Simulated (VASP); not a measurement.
# NaF (a.bB) (Fm-3m) in VASP: single point with PBEsol

Aim: the single point of NaF (a.bB) with PBEsol.

Program: VASP 6.6.1. These are calculated values, not measurements. Logs are shortened: lines on timing, memory, paths and dates and some standing lists are left out, and cuts for length are marked.

## 1. The cell of the first run

The structure is cubic, space group Fm-3m (No. 225). Conventional cell: a = 4.629 Å, b = 4.629 Å, c = 4.629 Å, α = 90.00°, β = 90.00°, γ = 90.00°. Na (site symmetry m-3m) has 6 F at 2.31 Å within 3.1 Å. F (site symmetry m-3m) has 6 Na at 2.31 Å within 3.1 Å.

## 2. Single point, PBEsol

INCAR

```
SYSTEM = NaF
PREC = Accurate
ENCUT = 600
EDIFF = 1E-6
ISMEAR = 0
SIGMA = 0.02
LREAL = .FALSE.
LASPH = .TRUE.
NELM = 120
ALGO = Normal
ISIF = 2
LWAVE = .FALSE.
LCHARG = .TRUE.
GGA = PS
LELF = .TRUE.
LVHAR = .TRUE.
NBANDS = 14
GGA_COMPAT = .FALSE.
```

KPOINTS

```
Automatic mesh
0
G
  8 8 8
  0 0 0
```

POSCAR

```
NaF
1.0
    0.0000000000      2.3144067036      2.3144067036
    2.3144067036      0.0000000000      2.3144067036
    2.3144067036      2.3144067036      0.0000000000
Na F
1 1
Direct
    0.0000000000      0.0000000000      0.0000000000
    0.5000000000      0.5000000000      0.5000000000
```

Potentials or basis: VASP PAW PBE potentials, release 64 (Na_pv, F).

Started as:

```console
$ cat potpaw_PBE.64/Na_pv/POTCAR potpaw_PBE.64/F/POTCAR > POTCAR
$ mpirun -np 1 vasp_std > vasp.out
```

OUTCAR:

```text
SYSTEM = NaF
   PREC = Accurate
   ENCUT = 600
   EDIFF = 1E-6
   ISMEAR = 0
   LREAL = .FALSE.
   LASPH = .TRUE.
   NELM = 120
   ISIF = 2
   GGA = PS

 ion  position               nearest neighbor table
   1  0.000  0.000  0.000-   2 2.31   2 2.31   2 2.31   2 2.31   2 2.31   2 2.31
   2  0.500  0.500  0.500-   1 2.31   1 2.31   1 2.31   1 2.31   1 2.31   1 2.31

  LATTYP: Found a face centered cubic cell.
 ALAT       =     4.6288134072

  Lattice vectors:

 A1 = (   0.0000000000,   2.3144067036,   2.3144067036)
 A2 = (   2.3144067036,   0.0000000000,   2.3144067036)
 A3 = (   2.3144067036,   2.3144067036,   0.0000000000)

Analysis of symmetry for initial positions (statically):
=====================================================================
 Subroutine PRICEL returns:
 Original cell was already a primitive cell.

 Routine SETGRP: Setting up the symmetry group for a
 face centered cubic supercell.

 Subroutine GETGRP returns: Found 48 space group operations
[... 9 lines left out ...]

 Routine SETGRP: Setting up the symmetry group for a
 face centered cubic supercell.

 Subroutine GETGRP returns: Found 48 space group operations
[... 11 lines left out ...]
                                     Primitive cell

  volume of cell :      24.7941

  direct lattice vectors                    reciprocal lattice vectors
     0.000000000  2.314406704  2.314406704    -0.216038088  0.216038088  0.216038088
     2.314406704  0.000000000  2.314406704     0.216038088 -0.216038088  0.216038088
     2.314406704  2.314406704  0.000000000     0.216038088  0.216038088 -0.216038088

  length of vectors
     3.273065349  3.273065349  3.273065349     0.374188945  0.374188945  0.374188945

  position of ions in fractional coordinates (direct lattice)
     0.000000000  0.000000000  0.000000000
     0.500000000  0.500000000  0.500000000

  ion indices of the primitive-cell ions
   primitive index   ion index
                 1           1
                 2           2

----------------------------------------------------------------------------------------

 KPOINTS: Automatic mesh

Automatic generation of k-mesh.
 Grid dimensions read from file:
 generate k-points for:    8    8    8

 Generating k-lattice:

  Cartesian coordinates                     Fractional coordinates (reciprocal lattice)
    -0.027004761  0.027004761  0.027004761     0.125000000  0.000000000  0.000000000
     0.027004761 -0.027004761  0.027004761     0.000000000  0.125000000  0.000000000
     0.027004761  0.027004761 -0.027004761     0.000000000  0.000000000  0.125000000

  Length of vectors
     0.046773618  0.046773618  0.046773618

  Shift w.r.t. Gamma in fractional coordinates (k-lattice)
     0.000000000  0.000000000  0.000000000

 Subroutine IBZKPT returns following result:
 ===========================================

 Found     29 irreducible k-points:

 Following reciprocal coordinates:
            Coordinates               Weight
  0.000000  0.000000  0.000000      1.000000
  0.125000  0.000000  0.000000      8.000000
  0.250000  0.000000  0.000000      8.000000
  0.375000  0.000000  0.000000      8.000000
  0.500000  0.000000  0.000000      4.000000
  0.125000  0.125000  0.000000      6.000000
[... 16 lines left out ...]
  0.500000  0.250000  0.125000     48.000000
 -0.375000  0.250000  0.125000     24.000000
 [... further k-points ...]
   k-points           NKPTS =     29   k-points in BZ     NKDIM =     29   number of bands    NBANDS=     14
   number of dos      NEDOS =    301   number of ions     NIONS =      2
   total plane-waves  NPLWV =  21952
   dimension x,y,z NGX =    28 NGY =   28 NGZ =   28
   dimension x,y,z NGXF=    56 NGYF=   56 NGZF=   56
   ions per type =               1   1
   NGX,Y,Z   is equivalent  to a cutoff of  14.22, 14.22, 14.22 a.u.
   NGXF,Y,Z  is equivalent  to a cutoff of  28.44, 28.44, 28.44 a.u.
 SYSTEM =  NaF
   PREC   = accura    normal or accurate (medium, high low for compatibility)
   ISTART =      0    job   : 0-new  1-cont  2-samecut
   ICHARG =      2    charge: 1-file 2-atom 10-const
   ISPIN  =      1    spin polarized calculation?
   LNONCOLLINEAR =      F non collinear calculations
   LSORBIT =      F    spin-orbit coupling
   LASPH  =      T    aspherical Exc in radial PAW
   ENCUT  =  600.0 eV  44.10 Ry    6.64 a.u.   6.54  6.54  6.54*2*pi/ulx,y,z
   NELM   =    120;   NELMIN=  2; NELMDL= -5     # of ELM steps
   EDIFF  = 0.1E-05   stopping-criterion for ELM
   LREAL  =      F    real-space projection
   EDIFFG = 0.1E-04   stopping-criterion for IOM
   NSW    =      0    number of steps for IOM
   IBRION =     -1    ionic relax: 0-MD 1-quasi-New 2-CG
   NFREE  =      0    steps in history (QN), initial steepest desc. (CG)
   ISIF   =      2    stress and relaxation
   ISYM   =      2    0-nonsym 1-usesym 2-fastsym
   POTIM  = 0.5000    time-step for ionic-motion
   TEBEG  =    0.0;   TEEND  =   0.0 temperature during run
   PSTRESS=    0.0 pullay stress
   NELECT =      14.0000    total number of electrons
   NUPDOWN=      -1.0000    fix difference up-down
   EMIN   =  10.00;   EMAX   =-10.00  energy-range for DOS
   EFERMI =   0.00;   METHOD = LEGACY
   ISMEAR =     0;   SIGMA  =   0.02  broadening in eV -4-tet -1-fermi 0-gaus
   EFERMI_NEDOS =   21; number of points for ismear=-14 and -15
   IALGO  =     38    algorithm
   IMIX   =      4    mixing-type and parameters
     AMIX     =   0.40;   BMIX     =  1.00
     AMIX_MAG =   1.60;   BMIX_MAG =  1.00
  volume/ion in A,a.u.               =      12.40        83.66
  Fermi-wavevector in a.u.,A,eV,Ry     =   1.353114  2.557015 24.911158  1.830918
  Thomas-Fermi vector in A             =   2.480397
   LORBIT       =      0    0 simple, 1 ext, 2 COOP (PROOUT), +10 PAW based schemes
   GGA     = PS    functional components
   LHFCALC =     F    Hartree Fock is set to
   AEXX    =    0.0000 exact exchange contribution
   IVDW    =     0    specifies the selected vdW correction
   LEPSILON=     F    determine dielectric tensor
   LRPA    =     F    only Hartree local field effects (RPA)
 non-spin polarized calculation
 Gauss-broadening in eV      SIGMA  =   0.02
  energy-cutoff  :      600.00
  volume of cell :       24.79
 maximum number of plane-waves:       869
 NGX is ok and might be reduce to    28
   NGX = 13   NGY = 13   NGZ = 13

 number of electron      14.0000006 magnetization

 Free energy of the ion-electron system (eV)
  ---------------------------------------------------
  ext. energy  EPLUGINS =         0.00000000
  ---------------------------------------------------
  free energy    TOTEN  =        -8.77054387 eV

  energy without entropy =       -8.77054387  energy(sigma->0) =       -8.77054387

 E-fermi :  -2.0425     XC(G=0):  -9.3508

 val. band max:       -2.1644782632   @ k =   0.0000   0.0000   0.0000
 cond. band min:       4.0150444163   @ k =   0.0000   0.0000   0.0000
 fundamental gap:      6.1795226795
 Fermi energy:        -2.0425489008

 k-point     1 :       0.0000    0.0000    0.0000
  band No.  band energies     occupation
      1     -21.2277      2.00000
      2     -20.9222      2.00000
      3     -20.9222      2.00000
      4     -20.9222      2.00000
      5      -2.1645      2.00000
      6      -2.1645      2.00000
      7      -2.1645      2.00000
      8       4.0150      0.00000
      9      16.7040      0.00000
     10      16.7040      0.00000
     11      16.7040      0.00000
     12      19.3943      0.00000
     13      21.7856      0.00000
     14      21.7856      0.00000

 k-point     2 :       0.1250    0.0000    0.0000
  band No.  band energies     occupation
      1     -21.4102      2.00000
      2     -20.9240      2.00000
      3     -20.9240      2.00000
      4     -20.7185      2.00000
      5      -2.4684      2.00000
      6      -2.2032      2.00000
      7      -2.2032      2.00000
      8       4.5670      0.00000
      9      14.9229      0.00000
     10      16.9439      0.00000
     11      16.9439      0.00000
     12      21.2089      0.00000
     13      21.2089      0.00000
     14      21.3478      0.00000

 k-point     3 :       0.2500    0.0000    0.0000
  band No.  band energies     occupation
      1     -21.6338      2.00000
      2     -20.9285      2.00000
      3     -20.9285      2.00000
      4     -20.4435      2.00000
      5      -3.0841      2.00000
      6      -2.2956      2.00000
      7      -2.2956      2.00000
      8       5.8901      0.00000
      9      12.8268      0.00000
     10      17.4737      0.00000
     11      17.4737      0.00000
     12      20.5410      0.00000
     13      20.5410      0.00000
     14      22.1056      0.00000

 k-point     4 :       0.3750    0.0000    0.0000
  band No.  band energies     occupation
      1     -21.7820      2.00000
      2     -20.9329      2.00000
      3     -20.9329      2.00000
      4     -20.2431      2.00000
      5      -3.5975      2.00000
      6      -2.3865      2.00000
      7      -2.3865      2.00000
      8       7.4478      0.00000
      9      11.1668      0.00000
     10      17.8075      0.00000
     11      17.8075      0.00000
     12      20.5045      0.00000
     13      20.5045      0.00000
     14      21.6925      0.00000

 k-point     5 :       0.5000    0.0000    0.0000
  band No.  band energies     occupation
      1     -21.8332      2.00000
      2     -20.9347      2.00000
      3     -20.9347      2.00000
      4     -20.1699      2.00000
      5      -3.7902      2.00000
      6      -2.4236      2.00000
      7      -2.4236      2.00000
      8       8.4625      0.00000
      9      10.1985      0.00000
     10      17.8545      0.00000
     11      17.8545      0.00000
[... 276 lines left out ...]
 k-point    22 :       0.3750    0.2500    0.1250
  band No.  band energies     occupation
      1     -21.6132      2.00000
      2     -20.9601      2.00000
      3     -20.9370      2.00000
      4     -20.4228      2.00000
      5      -3.2236      2.00000
      6      -2.4914      2.00000
      7      -2.3809      2.00000
      8       6.9143      0.00000
      9      12.2415      0.00000
     10      16.0733      0.00000
     11      17.7093      0.00000
     12      18.1739      0.00000
     13      22.0749      0.00000
     14      25.0690      0.00000

 k-point    23 :       0.5000    0.2500    0.1250
  band No.  band energies     occupation
      1     -21.6530      2.00000
      2     -20.9757      2.00000
      3     -20.9470      2.00000
      4     -20.3426      2.00000
      5      -3.4299      2.00000
      6      -2.6756      2.00000
      7      -2.4688      2.00000
      8       8.3772      0.00000
      9      11.2647      0.00000
     10      15.1822      0.00000
     11      17.0280      0.00000
     12      19.3178      0.00000
     13      21.3969      0.00000
     14      25.5707      0.00000

 k-point    24 :      -0.3750    0.2500    0.1250
  band No.  band energies     occupation
      1     -21.6674      2.00000
      2     -20.9790      2.00000
      3     -20.9545      2.00000
      4     -20.3113      2.00000
      5      -3.5028      2.00000
      6      -2.7549      2.00000
      7      -2.5077      2.00000
      8       9.4710      0.00000
      9      10.4311      0.00000
     10      14.8864      0.00000
     11      16.7258      0.00000
     12      19.9146      0.00000
     13      20.9813      0.00000
     14      25.7935      0.00000

 [... further k-points ...]

------------------------ aborting loop because EDIFF is reached ----------------------------------------

  FORCE on cell =-STRESS in cart. coord.  units (eV):
  Direction    XX          YY          ZZ          XY          YZ          ZX
  --------------------------------------------------------------------------------------
  -------------------------------------------------------------------------------------
  Total       -0.0235886     -0.0235886     -0.0235886      0.0000000      0.0000000      0.0000000
  in kB       -1.5242783     -1.5242783     -1.5242783      0.0000000      0.0000000      0.0000000
  external PRESSURE =      -1.5242783 kB  Pullay stress =       0.0000000 kB

 VOLUME and BASIS-vectors are now :
 -----------------------------------------------------------------------------
  energy-cutoff  :      600.00
  volume of cell :       24.79
      direct lattice vectors                 reciprocal lattice vectors
     0.000000000  2.314406704  2.314406704    -0.216038088  0.216038088  0.216038088
     2.314406704  0.000000000  2.314406704     0.216038088 -0.216038088  0.216038088
     2.314406704  2.314406704  0.000000000     0.216038088  0.216038088 -0.216038088

 POSITION                                       TOTAL-FORCE (eV/Angst)
 -----------------------------------------------------------------------------------
      0.00000      0.00000      0.00000         0.000000      0.000000      0.000000
      2.31441      2.31441      2.31441        -0.000000     -0.000000     -0.000000
 -----------------------------------------------------------------------------------
    total drift:                                0.000000      0.000000      0.000000

  FREE ENERGIE OF THE ION-ELECTRON SYSTEM (eV)
  ---------------------------------------------------
  free  energy   TOTEN  =        -8.7705438728 eV

  energy  without entropy=       -8.7705438728  energy(sigma->0) =       -8.77054387
```

Run time: 32 s. Hardware: 1 thread of AMD EPYC 7R13, shared host; peak memory 0.12 GiB.

What came out:

| Item | Value |
| --- | --- |
| Free energy | -8.7705 eV |
| Pressure | -0.2 GPa |
| Band gap on the k mesh | 6.18 eV, direct |

Caveat: the PAW data sets were made with another functional, which shifts forces and pressure a little.
